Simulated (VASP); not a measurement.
# GaCo (Pm-3m) in VASP: further runs

Aim: see how the results for GaCo move with the level of theory and the settings. Levels: revPBE+U, PBEsol+D4+U, r2SCAN+U. Tasks: relaxation of cell and atoms, single point, band structure.

Program: VASP 6.6.1. These are calculated values, not measurements. Logs are shortened: lines on timing, memory, paths and dates and some standing lists are left out, and cuts for length are marked.

## (1) The cell of the first run

Symmetry: Pm-3m, No. 221, cubic system. The conventional cell has a = 2.878 Å, b = 2.878 Å, c = 2.878 Å, α = 90.00°, β = 90.00°, γ = 90.00°. Within 3.3 Å of Ga (site symmetry m-3m) lie 8 Co at 2.49 Å and 6 Ga at 2.88 Å. Within 3.3 Å of Co (site symmetry m-3m) lie 8 Ga at 2.49 Å and 6 Co at 2.88 Å.

## (2) Relaxation of cell and atoms, revPBE+U, collinear spin, ferromagnetic start

Contents of INCAR:

```
  ALGO = Fast
  EDIFF = 1E-6
  EDIFFG = -0.01
  ENCUT = 600
  GGA = RE
  IBRION = 2
  ISIF = 3
  ISMEAR = 1
  ISPIN = 2
  LASPH = True
  LCHARG = False
  LDAU = True
  LDAUJ = 0 0
  LDAUL = -1 2
  LDAUPRINT = 1
  LDAUTYPE = 2
  LDAUU = 0 3.5
  LMAXMIX = 4
  LORBIT = 11
  LREAL = False
  LWAVE = False
  MAGMOM = 0 0.43
  NELM = 150
  NSW = 60
  PREC = Accurate
  SIGMA = 0.2
```

Contents of KPOINTS:

```
k-points
0
Gamma
  9 9 9
```

Contents of POSCAR:

```
GaCo
1.0
    2.8780000000      0.0000000000      0.0000000000
    0.0000000000      2.8780000000      0.0000000000
    0.0000000000      0.0000000000      2.8780000000
Ga Co
1 1
Direct
    0.5000000000      0.5000000000      0.5000000000
    0.0000000000      0.0000000000      0.0000000000
```

Potentials or basis: VASP PAW PBE potentials, release 64 (Ga_d, Co).

Command:

```
$ cat potpaw_PBE.64/Ga_d/POTCAR potpaw_PBE.64/Co/POTCAR > POTCAR
$ mpirun -np 1 vasp_std > vasp.out
```

OUTCAR:

```text
EDIFF = 1E-6
   EDIFFG = -0.01
   ENCUT = 600
   GGA = RE
   IBRION = 2
   ISIF = 3
   ISMEAR = 1
   ISPIN = 2
   LASPH = True
   LORBIT = 11
   LREAL = False
   NELM = 150
   NSW = 60
   PREC = Accurate

 ion  position               nearest neighbor table
   1  0.500  0.500  0.500-   2 2.49   2 2.49   2 2.49   2 2.49   2 2.49   2 2.49   2 2.49   2 2.49

   2  0.000  0.000  0.000-   1 2.49   1 2.49   1 2.49   1 2.49   1 2.49   1 2.49   1 2.49   1 2.49

  LATTYP: Found a simple cubic cell.
 ALAT       =     2.8780000000

  Lattice vectors:

 A1 = (   2.8780000000,   0.0000000000,   0.0000000000)
 A2 = (   0.0000000000,   2.8780000000,   0.0000000000)
 A3 = (   0.0000000000,   0.0000000000,   2.8780000000)

Analysis of symmetry for initial positions (statically):
=====================================================================
 Subroutine PRICEL returns:
 Original cell was already a primitive cell.

 Routine SETGRP: Setting up the symmetry group for a
 simple cubic supercell.

 Subroutine GETGRP returns: Found 48 space group operations
 (whereof 48 operations were pure point group operations)
 out of a pool of 48 trial point group operations.

The static configuration has the point symmetry O_h .

Analysis of symmetry for dynamics (positions and initial velocities):
=====================================================================
 Subroutine PRICEL returns:
 Original cell was already a primitive cell.

 Routine SETGRP: Setting up the symmetry group for a
 simple cubic supercell.

 Subroutine GETGRP returns: Found 48 space group operations
 (whereof 48 operations were pure point group operations)
 out of a pool of 48 trial point group operations.

The dynamic configuration has the point symmetry O_h .

Analysis of structural, dynamic, and magnetic symmetry:
=====================================================================
 Subroutine PRICEL returns:
 Original cell was already a primitive cell.

 Routine SETGRP: Setting up the symmetry group for a
 simple cubic supercell.

 Subroutine GETGRP returns: Found 48 space group operations
 (whereof 48 operations were pure point group operations)
 out of a pool of 48 trial point group operations.

The overall configuration has the point symmetry O_h .

 Subroutine INISYM returns: Found 48 space group operations
 (whereof 48 operations are pure point group operations),
 and found     1 'primitive' translations

----------------------------------------------------------------------------------------

                                     Primitive cell

  volume of cell :      23.8381

  direct lattice vectors                    reciprocal lattice vectors
     2.878000000  0.000000000  0.000000000     0.347463516  0.000000000  0.000000000
     0.000000000  2.878000000  0.000000000     0.000000000  0.347463516  0.000000000
     0.000000000  0.000000000  2.878000000     0.000000000  0.000000000  0.347463516

  length of vectors
     2.878000000  2.878000000  2.878000000     0.347463516  0.347463516  0.347463516

  position of ions in fractional coordinates (direct lattice)
     0.500000000  0.500000000  0.500000000
     0.000000000  0.000000000  0.000000000

  ion indices of the primitive-cell ions
   primitive index   ion index
                 1           1
                 2           2

----------------------------------------------------------------------------------------

 KPOINTS: k-points

Automatic generation of k-mesh.
 Grid dimensions read from file:
 generate k-points for:    9    9    9

 Generating k-lattice:

  Cartesian coordinates                     Fractional coordinates (reciprocal lattice)
[... 66 lines left out ...]
   ISIF   =      3    stress and relaxation
   ISYM   =      2    0-nonsym 1-usesym 2-fastsym
   POTIM  = 0.5000    time-step for ionic-motion
   TEBEG  =    0.0;   TEEND  =   0.0 temperature during run
   PSTRESS=    0.0 pullay stress
   NELECT =      22.0000    total number of electrons
   NUPDOWN=      -1.0000    fix difference up-down
   EMIN   =  10.00;   EMAX   =-10.00  energy-range for DOS
   EFERMI =   0.00;   METHOD = LEGACY
   ISMEAR =     1;   SIGMA  =   0.20  broadening in eV -4-tet -1-fermi 0-gaus
   EFERMI_NEDOS =   21; number of points for ismear=-14 and -15
   IALGO  =     68    algorithm
   IMIX   =      4    mixing-type and parameters
     AMIX     =   0.40;   BMIX     =  1.00
     AMIX_MAG =   1.60;   BMIX_MAG =  1.00
  volume/ion in A,a.u.               =      11.92        80.43
  Fermi-wavevector in a.u.,A,eV,Ry     =   1.593890  3.012015 34.565389  2.540484
  Thomas-Fermi vector in A             =   2.692049
   LORBIT       =     11    0 simple, 1 ext, 2 COOP (PROOUT), +10 PAW based schemes
 LDA+U is selected, type is set to LDAUTYPE =  2
   angular momentum for each species LDAUL =    -1    2
   U (eV)           for each species LDAUU =   0.0  3.5
   J (eV)           for each species LDAUJ =   0.0  0.0
   GGA     = RE    functional components
   LHFCALC =     F    Hartree Fock is set to
   AEXX    =    0.0000 exact exchange contribution
   IVDW    =     0    specifies the selected vdW correction
   LEPSILON=     F    determine dielectric tensor
   LRPA    =     F    only Hartree local field effects (RPA)
 conjugate gradient relaxation of ions
 spin polarized calculation
 RMM-DIIS sequential band-by-band and
 Methfessel and Paxton  Order N= 1 SIGMA  =   0.20
  energy-cutoff  :      600.00
  volume of cell :       23.84
 maximum number of plane-waves:       812
 NGX is ok and might be reduce to    24
   NGX = 11   NGY = 11   NGZ = 11

--------------------------------------- Ionic step        1  -------------------------------------------

 number of electron      22.0000018 magnetization       0.7779553

 Free energy of the ion-electron system (eV)
  ---------------------------------------------------
  ext. energy  EPLUGINS =         0.00000000
  ---------------------------------------------------
  free energy    TOTEN  =        -6.75480789 eV

  energy without entropy =       -6.75703907  energy(sigma->0) =       -6.75555162

------------------------ aborting loop because EDIFF is reached ----------------------------------------

  FORCE on cell =-STRESS in cart. coord.  units (eV):
  Direction    XX          YY          ZZ          XY          YZ          ZX
  --------------------------------------------------------------------------------------
  -------------------------------------------------------------------------------------
  Total        0.8480416      0.8480416      0.8480416      0.0000000     -0.0000000      0.0000000
  in kB       56.9974431     56.9974431     56.9974431      0.0000000     -0.0000000      0.0000000
  external PRESSURE =      56.9974431 kB  Pullay stress =       0.0000000 kB
[... 233 lines left out ...]
  FREE ENERGIE OF THE ION-ELECTRON SYSTEM (eV)
  ---------------------------------------------------
  free  energy   TOTEN  =        -6.8104701796 eV

  energy  without entropy=       -6.8124470198  energy(sigma->0) =       -6.81112913

atom =   2  type =  2  l = 2

 onsite density matrix

spin component  1

  0.8855  0.0000 -0.0000  0.0000  0.0000
  0.0000  0.8855 -0.0000 -0.0000 -0.0000
 -0.0000 -0.0000  0.9328 -0.0000  0.0000
  0.0000 -0.0000 -0.0000  0.8855  0.0000
  0.0000 -0.0000  0.0000  0.0000  0.9328

spin component  2

  0.8555 -0.0000 -0.0000 -0.0000 -0.0000
 -0.0000  0.8555 -0.0000  0.0000 -0.0000
 -0.0000 -0.0000  0.1692 -0.0000 -0.0000
 -0.0000  0.0000 -0.0000  0.8555 -0.0000
 -0.0000 -0.0000 -0.0000 -0.0000  0.1692

 occupancies and eigenvectors

  o =  0.1692  v =  0.0000  0.0000  0.0000  0.0000  0.0000  0.0000 -0.0000  0.0206  0.0000  0.9998      0.0000  0.0000  0.0000  0.0000  0.0000  0.0000  0.0000  0.0000  0.0000  0.0000
  o =  0.1692  v =  0.0000  0.0000  0.0000  0.0000  0.0000  0.0000 -0.0000 -0.9998  0.0000  0.0206      0.0000  0.0000  0.0000  0.0000  0.0000  0.0000  0.0000  0.0000  0.0000  0.0000
  o =  0.8555  v =  0.0000  0.0000  0.0000  0.0000  0.0000  0.0000  0.9921 -0.0000  0.1254 -0.0000      0.0000  0.0000  0.0000  0.0000  0.0000  0.0000  0.0000  0.0000  0.0000  0.0000
  o =  0.8555  v =  0.0000  0.0000  0.0000  0.0000  0.0000  1.0000  0.0000  0.0000  0.0000  0.0000      0.0000  0.0000  0.0000  0.0000  0.0000  0.0000  0.0000  0.0000  0.0000  0.0000
  o =  0.8555  v =  0.0000  0.0000  0.0000  0.0000  0.0000  0.0000 -0.1254  0.0000  0.9921 -0.0000      0.0000  0.0000  0.0000  0.0000  0.0000  0.0000  0.0000  0.0000  0.0000  0.0000
  o =  0.8855  v =  0.0000  0.3697 -0.0000 -0.9292  0.0000  0.0000  0.0000  0.0000  0.0000  0.0000      0.0000  0.0000  0.0000  0.0000  0.0000  0.0000  0.0000  0.0000  0.0000  0.0000
  o =  0.8855  v =  1.0000  0.0000  0.0000  0.0000  0.0000  0.0000  0.0000  0.0000  0.0000  0.0000      0.0000  0.0000  0.0000  0.0000  0.0000  0.0000  0.0000  0.0000  0.0000  0.0000
  o =  0.8855  v =  0.0000  0.9292  0.0000  0.3697  0.0000  0.0000  0.0000  0.0000  0.0000  0.0000      0.0000  0.0000  0.0000  0.0000  0.0000  0.0000  0.0000  0.0000  0.0000  0.0000
  o =  0.9328  v =  0.0000 -0.0000  1.0000 -0.0000 -0.0083  0.0000  0.0000  0.0000  0.0000  0.0000      0.0000  0.0000  0.0000  0.0000  0.0000  0.0000  0.0000  0.0000  0.0000  0.0000
  o =  0.9328  v =  0.0000 -0.0000  0.0083  0.0000  1.0000  0.0000  0.0000  0.0000  0.0000  0.0000      0.0000  0.0000  0.0000  0.0000  0.0000  0.0000  0.0000  0.0000  0.0000  0.0000

--------------------------------------- Ionic step        8  -------------------------------------------

 number of electron      22.0000009 magnetization       1.4831332

 Free energy of the ion-electron system (eV)
  ---------------------------------------------------
  ext. energy  EPLUGINS =         0.00000000
  ---------------------------------------------------
  free energy    TOTEN  =        -6.81054727 eV

  energy without entropy =       -6.81205430  energy(sigma->0) =       -6.81104961

 E-fermi :   8.4581     XC(G=0): -12.2683

 val. band max:        8.4436094037   @ k =   0.3333   0.2222   0.0000
 cond. band min:       8.5187365006   @ k =   0.3333   0.0000   0.0000
 fundamental gap:      0.0751270969
 Fermi energy:         8.4581000182

 spin component 1

 k-point     1 :       0.0000    0.0000    0.0000
  band No.  band energies     occupation
      1      -6.6880      1.00000
      2      -6.6880      1.00000
      3      -6.4537      1.00000
      4      -6.4537      1.00000
      5      -6.4537      1.00000
      6      -2.7833      1.00000
      7       3.7138      1.00000
      8       3.7139      1.00000
      9       5.8452      1.00000
     10       5.8453      1.00000
     11       5.8453      1.00000
     12      12.9584      0.00000
[... 882 lines left out ...]
  FREE ENERGIE OF THE ION-ELECTRON SYSTEM (eV)
  ---------------------------------------------------
  free  energy   TOTEN  =        -6.8105472660 eV

  energy  without entropy=       -6.8120543047  energy(sigma->0) =       -6.81104961

 reached required accuracy - stopping structural energy minimisation

 total charge

# of ion       s       p       d       tot
------------------------------------------
    1        0.860   0.782  10.005  11.647
    2        0.373   0.384   7.400   8.158
--------------------------------------------------
tot          1.233   1.166  17.406  19.804

 magnetization (x)

# of ion       s       p       d       tot
------------------------------------------
    1       -0.011  -0.049  -0.016  -0.076
    2        0.004  -0.007   1.616   1.613
--------------------------------------------------
tot         -0.007  -0.057   1.600   1.537
```

Wall time 2.9 min (1 thread of Intel Xeon 8259CL, shared host); peak memory 0.17 GiB.

What came out:

| Property | Result |
| --- | --- |
| Free energy | -6.8105 eV |
| Relaxed volume | 13.71 Å³/atom |
| Relaxed cell | a = 3.015 Å, b = 3.015 Å, c = 3.015 Å, α = 90.00°, β = 90.00°, γ = 90.00° |
| Space group after relaxing (to 0.1 Å) | Pm-3m (No. 221) |
| Energy gained by relaxing | 27.9 meV/atom |
| Ionic steps | 8 |
| Pressure after relaxing | 0.0 GPa |
| Net moment | 1.48 μB per cell |
| Site moments | Ga -0.08; Co +1.61 μB |
| Valence electrons inside the program's atomic spheres | Ga 11.65; Co 8.16 |

The path:
| step | energy change (eV) | largest force (eV/Å) | pressure (GPa) | volume (Å³) |
| --- | --- | --- | --- | --- |
| 1 | 0.0000 | 0.0000 | 5.70 | 23.84 |
| 2 | -0.0409 | 0.0000 | 4.75 | 25.33 |
| 3 | -0.0125 | 0.0000 | -3.38 | 30.18 |
| 4 | -0.0537 | 0.0000 | -1.43 | 27.89 |
| 5 | -0.0537 | 0.0000 | 0.69 | 26.82 |
| 6 | -0.0552 | 0.0000 | 0.61 | 27.16 |
| 7 | -0.0557 | 0.0000 | -0.23 | 27.52 |
| 8 | -0.0557 | 0.0000 | -0.03 | 27.42 |

Final structure:
```
CELL_PARAMETERS angstrom
3.01545 0.00000 0.00000
0.00000 3.01545 0.00000
0.00000 0.00000 3.01545
ATOMIC_POSITIONS crystal
Ga 0.50000 0.50000 0.50000
Co 0.00000 0.00000 0.00000
```

Eigenvalues of the final occupation matrices:
| site | spin | trace | eigenvalues |
| --- | --- | --- | --- |
| site 2 d | 1 | 4.52 | 0.89 0.89 0.89 0.93 0.93 |
| site 2 d | 2 | 2.90 | 0.17 0.17 0.86 0.86 0.86 |

Caveat: the volume moved by over 15 % at a fixed basis, so the end points are rough; the PAW data sets were made with another functional, which shifts forces and pressure a little; the U is typed as a test and isn't derived for this compound.

(Continued in part 2 of 3.)
